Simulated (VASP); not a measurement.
# Ag (P6_3/mmc) in VASP: a series of runs

The runs below take Ag through single point, with LDA.

Program: VASP 6.6.1. These are calculated values, not measurements. Logs are shortened: lines on timing, memory, paths and dates and some standing lists are left out, and cuts for length are marked.

### Step 1. The cell of the first run

It takes space group P6_3/mmc (No. 194, hexagonal). Conventional cell: a = 2.740 Å, b = 2.740 Å, c = 9.062 Å, α = 90.00°, β = 90.00°, γ = 120.00°. Within 3.6 Å of Ag (site symmetry -6m2) lie 12 Ag at 2.74 to 2.76 Å. Ag (site symmetry -3m) has 12 Ag at 2.74 to 2.76 Å within 3.6 Å.

This isn't the form of Ag at room conditions, which is fcc.

### Step 2. Single point, LDA (14.73 Å³/atom)

Input file INCAR:

```
PREC = Accurate
ENCUT = 520
EDIFF = 1E-6
ISMEAR = -1
SIGMA = 0.1
LREAL = False
LASPH = True
NELM = 100
ALGO = Normal
ISIF = 2
LWAVE = False
LCHARG = False
NBANDS = 30
```

Input file KPOINTS:

```
regular mesh
0
Gamma
  14 14 4
```

Input file POSCAR:

```
Ag
1.0
    2.7396805143      0.0000000000      0.0000000000
   -1.3698402571      2.3726329236      0.0000000000
    0.0000000000      0.0000000000      9.0621749573
Ag
4
Direct
    0.3333333333      0.6666666667      0.2500000000
    0.6666666667      0.3333333333      0.7500000000
    1.0000000000      0.0000000000      0.0000000000
    1.0000000000      0.0000000000      0.5000000000
```

Potentials or basis: VASP PAW LDA potentials, release 64 (Ag).

Started as:

```
$ cat potpaw_LDA.64/Ag/POTCAR > POTCAR
$ mpirun -np 1 vasp_std > vasp.out
```

OUTCAR:

```text
PREC = Accurate
   ENCUT = 520
   EDIFF = 1E-6
   ISMEAR = -1
   LREAL = False
   LASPH = True
   NELM = 100
   ISIF = 2

 ion  position               nearest neighbor table
   1  0.333  0.667  0.250-   3 2.76   4 2.76   3 2.76   4 2.76   3 2.76   4 2.76
   2  0.667  0.333  0.750-   3 2.76   4 2.76   3 2.76   4 2.76   3 2.76   4 2.76
   3  0.000  0.000  0.000-   1 2.76   2 2.76   1 2.76   2 2.76   2 2.76   1 2.76
   4  0.000  0.000  0.500-   1 2.76   2 2.76   1 2.76   2 2.76   2 2.76   1 2.76

  LATTYP: Found a hexagonal cell.
 ALAT       =     2.7396805143
 C/A-ratio  =     3.3077488087

  Lattice vectors:

 A1 = (   2.7396805143,   0.0000000000,   0.0000000000)
 A2 = (  -1.3698402571,   2.3726329236,   0.0000000000)
 A3 = (   0.0000000000,   0.0000000000,   9.0621749573)

Analysis of symmetry for initial positions (statically):
=====================================================================
 Subroutine PRICEL returns:
 Original cell was already a primitive cell.

 Routine SETGRP: Setting up the symmetry group for a
 hexagonal supercell.

 Subroutine GETGRP returns: Found 24 space group operations
 (whereof 12 operations were pure point group operations)
 out of a pool of 24 trial point group operations.

The static configuration has the point symmetry D_3d.
 The point group associated with its full space group is D_6h.

Analysis of symmetry for dynamics (positions and initial velocities):
=====================================================================
 Subroutine PRICEL returns:
 Original cell was already a primitive cell.

 Routine SETGRP: Setting up the symmetry group for a
 hexagonal supercell.

 Subroutine GETGRP returns: Found 24 space group operations
 (whereof 12 operations were pure point group operations)
 out of a pool of 24 trial point group operations.

The dynamic configuration has the point symmetry D_3d.
 The point group associated with its full space group is D_6h.

 Subroutine INISYM returns: Found 24 space group operations
 (whereof 12 operations are pure point group operations),
 and found     1 'primitive' translations

----------------------------------------------------------------------------------------

                                     Primitive cell

  volume of cell :      58.9065

  direct lattice vectors                    reciprocal lattice vectors
     2.739680514  0.000000000  0.000000000     0.365006064  0.210736349  0.000000000
    -1.369840257  2.372632924  0.000000000     0.000000000  0.421472698  0.000000000
     0.000000000  0.000000000  9.062174957     0.000000000  0.000000000  0.110348785

  length of vectors
     2.739680514  2.739680514  9.062174957     0.421472698  0.421472698  0.110348785

  position of ions in fractional coordinates (direct lattice)
     0.333333333  0.666666667  0.250000000
     0.666666667  0.333333333  0.750000000
     0.000000000  0.000000000  0.000000000
     0.000000000  0.000000000  0.500000000

  ion indices of the primitive-cell ions
   primitive index   ion index
                 1           1
                 2           2
                 3           3
                 4           4

----------------------------------------------------------------------------------------

 KPOINTS: regular mesh

Automatic generation of k-mesh.
 Grid dimensions read from file:
 generate k-points for:   14   14    4

 Generating k-lattice:

  Cartesian coordinates                     Fractional coordinates (reciprocal lattice)
     0.026071862  0.015052596  0.000000000     0.071428571  0.000000000  0.000000000
     0.000000000  0.030105193  0.000000000     0.000000000  0.071428571  0.000000000
     0.000000000  0.000000000  0.027587196     0.000000000  0.000000000  0.250000000

  Length of vectors
     0.030105193  0.030105193  0.027587196

  Shift w.r.t. Gamma in fractional coordinates (k-lattice)
     0.000000000  0.000000000  0.000000000

 Subroutine IBZKPT returns following result:
 ===========================================

 Found     72 irreducible k-points:

 Following reciprocal coordinates:
            Coordinates               Weight
  0.000000  0.000000  0.000000      1.000000
  0.071429  0.000000  0.000000      6.000000
  0.142857  0.000000  0.000000      6.000000
  0.214286  0.000000  0.000000      6.000000
  0.285714  0.000000  0.000000      6.000000
  0.357143  0.000000  0.000000      6.000000
[... 16 lines left out ...]
  0.285714  0.285714  0.000000      6.000000
  0.357143  0.285714  0.000000      6.000000
 [... further k-points ...]
   k-points           NKPTS =     72   k-points in BZ     NKDIM =     72   number of bands    NBANDS=     30
   number of dos      NEDOS =    301   number of ions     NIONS =      4
   total plane-waves  NPLWV =  28000
   dimension x,y,z NGX =    20 NGY =   20 NGZ =   70
   dimension x,y,z NGXF=    40 NGYF=   40 NGZF=  140
   ions per type =               4
   NGX,Y,Z   is equivalent  to a cutoff of  12.14, 12.14, 12.84 a.u.
   NGXF,Y,Z  is equivalent  to a cutoff of  24.27, 24.27, 25.68 a.u.
 SYSTEM =  unknown system
   PREC   = accura    normal or accurate (medium, high low for compatibility)
   ISTART =      0    job   : 0-new  1-cont  2-samecut
   ICHARG =      2    charge: 1-file 2-atom 10-const
   ISPIN  =      1    spin polarized calculation?
   LNONCOLLINEAR =      F non collinear calculations
   LSORBIT =      F    spin-orbit coupling
   LASPH  =      T    aspherical Exc in radial PAW
   ENCUT  =  520.0 eV  38.22 Ry    6.18 a.u.   5.09  5.09 16.85*2*pi/ulx,y,z
   NELM   =    100;   NELMIN=  2; NELMDL= -5     # of ELM steps
   EDIFF  = 0.1E-05   stopping-criterion for ELM
   LREAL  =      F    real-space projection
   EDIFFG = 0.1E-04   stopping-criterion for IOM
   NSW    =      0    number of steps for IOM
   IBRION =     -1    ionic relax: 0-MD 1-quasi-New 2-CG
   NFREE  =      0    steps in history (QN), initial steepest desc. (CG)
   ISIF   =      2    stress and relaxation
   ISYM   =      2    0-nonsym 1-usesym 2-fastsym
   POTIM  = 0.5000    time-step for ionic-motion
   TEBEG  =    0.0;   TEEND  =   0.0 temperature during run
   PSTRESS=    0.0 pullay stress
   NELECT =      44.0000    total number of electrons
   NUPDOWN=      -1.0000    fix difference up-down
   EMIN   =  10.00;   EMAX   =-10.00  energy-range for DOS
   EFERMI =   0.00;   METHOD = LEGACY
   ISMEAR =    -1;   SIGMA  =   0.10  broadening in eV -4-tet -1-fermi 0-gaus
   EFERMI_NEDOS =   21; number of points for ismear=-14 and -15
   IALGO  =     38    algorithm
   IMIX   =      4    mixing-type and parameters
     AMIX     =   0.40;   BMIX     =  1.00
     AMIX_MAG =   1.60;   BMIX_MAG =  1.00
  volume/ion in A,a.u.               =      14.73        99.38
  Fermi-wavevector in a.u.,A,eV,Ry     =   1.485382  2.806965 30.019336  2.206359
  Thomas-Fermi vector in A             =   2.598800
   LORBIT       =      0    0 simple, 1 ext, 2 COOP (PROOUT), +10 PAW based schemes
   GGA     = CA    functional components
   LHFCALC =     F    Hartree Fock is set to
   AEXX    =    0.0000 exact exchange contribution
   IVDW    =     0    specifies the selected vdW correction
   LEPSILON=     F    determine dielectric tensor
   LRPA    =     F    only Hartree local field effects (RPA)
 non-spin polarized calculation
  energy-cutoff  :      520.00
  volume of cell :       58.91
 maximum number of plane-waves:      1607
   NGX = 11   NGY = 11   NGZ = 33

 number of electron      44.0000004 magnetization

 Free energy of the ion-electron system (eV)
  ---------------------------------------------------
  ext. energy  EPLUGINS =         0.00000000
  ---------------------------------------------------
  free energy    TOTEN  =       -14.89483658 eV

  energy without entropy =      -14.85791954  energy(sigma->0) =      -14.87637806

 E-fermi :  10.3685     XC(G=0): -13.4657

 val. band max:       10.3168036547   @ k =   0.2857   0.2143   0.5000
 cond. band min:      10.3871416670   @ k =   0.4286   0.0714   0.5000
 fundamental gap:      0.0703380123
 Fermi energy:        10.3685473394

 k-point     1 :       0.0000    0.0000    0.0000
  band No.  band energies     occupation
      1       1.4148      2.00000
      2       2.9304      2.00000
      3       2.9407      2.00000
      4       2.9517      2.00000
      5       4.9408      2.00000
      6       5.0086      2.00000
[... 22 lines left out ...]
     29      26.3867      0.00000
     30      27.4853      0.00000

 k-point     2 :       0.0714    0.0000    0.0000
  band No.  band energies     occupation
      1       1.5767      2.00000
      2       3.0595      2.00000
      3       3.0769      2.00000
      4       3.0855      2.00000
      5       4.8529      2.00000
      6       4.9417      2.00000
[... 22 lines left out ...]
     29      26.4400      0.00000
     30      27.2645      0.00000

 k-point     3 :       0.1429    0.0000    0.0000
  band No.  band energies     occupation
      1       2.0358      2.00000
      2       3.3254      2.00000
      3       3.4535      2.00000
      4       3.4671      2.00000
      5       4.4884      2.00000
      6       4.6728      2.00000
[... 22 lines left out ...]
     29      26.0019      0.00000
     30      26.1381      0.00000

 k-point     4 :       0.2143    0.0000    0.0000
  band No.  band energies     occupation
      1       2.6801      2.00000
      2       3.5110      2.00000
      3       3.7165      2.00000
      4       3.8353      2.00000
      5       4.2213      2.00000
      6       4.3556      2.00000
[... 22 lines left out ...]
     29      24.0183      0.00000
     30      24.0876      0.00000

 k-point     5 :       0.2857    0.0000    0.0000
  band No.  band energies     occupation
      1       3.1575      2.00000
      2       3.4208      2.00000
      3       3.5107      2.00000
      4       3.8151      2.00000
      5       4.0989      2.00000
      6       4.1549      2.00000
[... 22 lines left out ...]
     29      23.7768      0.00000
     30      23.8434      0.00000
[... 526 lines left out ...]
     29      18.9995      0.00000
     30      20.3009      0.00000

 k-point    22 :       0.3571    0.2143    0.0000
  band No.  band energies     occupation
      1       3.4183      2.00000
      2       3.5416      2.00000
      3       3.7654      2.00000
      4       4.0461      2.00000
      5       4.2987      2.00000
      6       4.3830      2.00000
[... 22 lines left out ...]
     29      19.5477      0.00000
     30      19.9461      0.00000

 k-point    23 :       0.2857    0.2857    0.0000
  band No.  band energies     occupation
      1       3.7107      2.00000
      2       3.7444      2.00000
      3       3.7736      2.00000
      4       4.1115      2.00000
      5       4.2680      2.00000
      6       4.3586      2.00000
[... 22 lines left out ...]
     29      18.0860      0.00000
     30      19.3231      0.00000

 k-point    24 :       0.3571    0.2857    0.0000
  band No.  band energies     occupation
      1       3.6923      2.00000
      2       3.8540      2.00000
      3       3.9606      2.00000
      4       4.0863      2.00000
      5       4.1455      2.00000
      6       4.2676      2.00000
[... 22 lines left out ...]
     29      17.8471      0.00000
     30      20.6659      0.00000

 [... further k-points ...]

------------------------ aborting loop because EDIFF is reached ----------------------------------------

  FORCE on cell =-STRESS in cart. coord.  units (eV):
  Direction    XX          YY          ZZ          XY          YZ          ZX
  --------------------------------------------------------------------------------------
  -------------------------------------------------------------------------------------
  Total        5.8196602      5.8196602      4.9501638      0.0000000      0.0000000      0.0000000
  in kB      158.2870162    158.2870162    134.6378716      0.0000000      0.0000000      0.0000000
  external PRESSURE =     150.4039680 kB  Pullay stress =       0.0000000 kB

 VOLUME and BASIS-vectors are now :
 -----------------------------------------------------------------------------
  energy-cutoff  :      520.00
  volume of cell :       58.91
      direct lattice vectors                 reciprocal lattice vectors
     2.739680514  0.000000000  0.000000000     0.365006064  0.210736349  0.000000000
    -1.369840257  2.372632924  0.000000000     0.000000000  0.421472698  0.000000000
     0.000000000  0.000000000  9.062174957     0.000000000  0.000000000  0.110348785

 POSITION                                       TOTAL-FORCE (eV/Angst)
 -----------------------------------------------------------------------------------
     -0.00000      1.58176      2.26554         0.000000      0.000000     -0.000000
      1.36984      0.79088      6.79663        -0.000000      0.000000      0.000000
      0.00000      0.00000      0.00000         0.000000      0.000000      0.000000
      0.00000      0.00000      4.53109         0.000000      0.000000      0.000000
 -----------------------------------------------------------------------------------
    total drift:                                0.000000     -0.000000      0.000000

  FREE ENERGIE OF THE ION-ELECTRON SYSTEM (eV)
  ---------------------------------------------------
  free  energy   TOTEN  =       -14.8948365761 eV

  energy  without entropy=      -14.8579195353  energy(sigma->0) =      -14.87637806
```

Wall time 2 min (1 thread of AMD EPYC 7R13, shared host); peak memory 0.18 GiB.

What came out:

* Free energy: -14.8948 eV
* Pressure: 15.0 GPa
* Band gap on the k mesh: zero (bands 22 and 23 overlap by 6.36 eV)

Caveat: the cell stands under pressure.

### Step 3. Single point, LDA (15.37 Å³/atom)

This run uses another cell than the first one, of 15.37 Å³/atom.

Input file INCAR:

```
ALGO = Normal ; EDIFF = 1E-6
ENCUT = 520 ; GGA = CA
ISIF = 2 ; ISMEAR = -1
LASPH = T ; LCHARG = F
LREAL = F ; LWAVE = F
NBANDS = 30 ; NELM = 80
PREC = Accurate ; SIGMA = 0.1
```

Input file KPOINTS:

```
k-points
0
Gamma
  14 14 4
```

Input file POSCAR:

```
Ag
1.0
    2.7788240959      0.0000000000      0.0000000000
   -1.3894120479      2.4065322597      0.0000000000
    0.0000000000      0.0000000000      9.1916520926
Ag
4
Direct
    0.3333333333      0.6666666667      0.2500000000
    0.6666666667      0.3333333333      0.7500000000
    1.0000000000      0.0000000000      0.0000000000
    1.0000000000      0.0000000000      0.5000000000
```

Potentials or basis: VASP PAW LDA potentials, release 64 (Ag).

Started as:

```
$ cat potpaw_LDA.64/Ag/POTCAR > POTCAR
$ mpirun -np 1 vasp_std > vasp.out
```

Wall time 2.6 min (1 thread of AMD EPYC 7R13, shared host); peak memory 0.19 GiB.

It converged, with:

| Item | Value |
| --- | --- |
| Free energy | -15.0678 eV |
| Pressure | 6.7 GPa |
| Band gap on the k mesh | zero (bands 22 and 23 overlap by 6.21 eV) |

Stress tensor (GPa, compression positive):
```
7.42 0.00 0.00
0.00 7.42 0.00
0.00 0.00 5.38
```

Levels at points of the mesh, in eV from the Fermi level:
| k point | band 19 | band 20 | band 21 | band 22 | band 23 | band 24 | band 25 | band 26 |
| --- | --- | --- | --- | --- | --- | --- | --- | --- |
| (0.00, 0.00, 0.00) | -3.71 | -3.47 | -3.47 | -3.00 | -3.00 | -0.80 | 4.04 | 11.66 |
| (0.50, 0.00, 0.00) | -2.73 | -2.72 | -0.37 | 0.57 | 1.23 | 1.76 | 4.97 | 5.04 |
| (0.00, 0.00, 0.50) | -3.19 | -3.19 | -3.19 | -3.19 | -2.85 | -2.85 | 6.92 | 6.92 |
| (0.50, 0.00, 0.50) | -2.74 | -2.74 | 0.23 | 0.23 | 1.55 | 1.55 | 5.30 | 5.30 |

Caveat: the cell stands under pressure.

### Step 4. Single point, LDA (16.01 Å³/atom)

This run uses another cell than the first one, of 16.01 Å³/atom.

Input file INCAR:

```
SYSTEM = Ag
PREC = Accurate ; ENCUT = 520
EDIFF = 1E-6 ; ISMEAR = -1
SIGMA = 0.1 ; LREAL = .False.
LASPH = .True. ; NELM = 100
ALGO = Normal ; ISIF = 2
LWAVE = .False. ; LCHARG = .True.
LELF = .True. ; LVHAR = .True.
NBANDS = 30
```

Input file KPOINTS:

```
regular mesh
0
Gamma
  14 14 4
  0 0 0
```

Input file POSCAR:

```
Ag
1.0
    2.8168949102      0.0000000000      0.0000000000
   -1.4084474551      2.4395025520      0.0000000000
    0.0000000000      0.0000000000      9.3175807834
Ag
4
Direct
    0.3333333333      0.6666666667      0.2500000000
    0.6666666667      0.3333333333      0.7500000000
    1.0000000000      0.0000000000      0.0000000000
    1.0000000000      0.0000000000      0.5000000000
```

Started as:

```
$ cat potpaw_LDA.64/Ag/POTCAR > POTCAR
$ mpirun -np 1 vasp_std > vasp.out
```

It took 2.7 min on 1 thread of AMD EPYC 7R13, shared host; peak memory 0.2 GiB.

The run converged. Its results:

```yaml
Free_energy: -15.1241 eV
Pressure: 0.4 GPa
Band_gap_on_the_k_mesh: zero (bands 22 and 23 overlap by 6.08 eV)
```

Stress tensor (GPa, compression positive):
```
 0.96  0.00  0.00
 0.00  0.96  0.00
 0.00  0.00 -0.80
```

Levels at points of the mesh, in eV from the Fermi level:
```tsv
k point	band 18	band 19	band 20	band 21	band 22	band 23	band 24	band 25	band 26	band 27
(0.00, 0.00, 0.00)	-3.62	-3.62	-3.40	-3.40	-2.97	-2.97	-0.66	3.80	11.36	11.39
(0.50, 0.00, 0.00)	-2.74	-2.71	-2.71	-0.27	0.64	1.18	1.70	4.73	4.79	7.65
(0.00, 0.00, 0.50)	-3.83	-3.14	-3.14	-3.14	-3.14	-2.71	-2.71	6.67	6.67	15.51
(0.50, 0.00, 0.50)	-2.84	-2.73	-2.73	0.26	0.26	1.51	1.51	5.08	5.08	6.81
```

### Step 5. Summary

| cell | gap on the mesh (eV) | pressure (GPa) |
| --- | --- | --- |
| a = 2.740, b = 2.740, c = 9.062 Å, angles 90.0, 90.0, 120.0°, 4 atoms | none | 15.0 |
| a = 2.779, b = 2.779, c = 9.192 Å, angles 90.0, 90.0, 120.0°, 4 atoms | none | 6.7 |
| a = 2.817, b = 2.817, c = 9.318 Å, angles 90.0, 90.0, 120.0°, 4 atoms | none | 0.4 |

Alike in all rows: task single point; level LDA; potentials or basis VASP PAW LDA potentials, release 64 (Ag); no spin polarisation; k mesh 14 × 14 × 4; cutoff (eV) 520; smearing fermi-dirac 0.1 eV.

Caveats: the cell stands under pressure (at least some runs).

Total energies depend on the potentials used, so only differences within one code and one set of settings carry meaning.
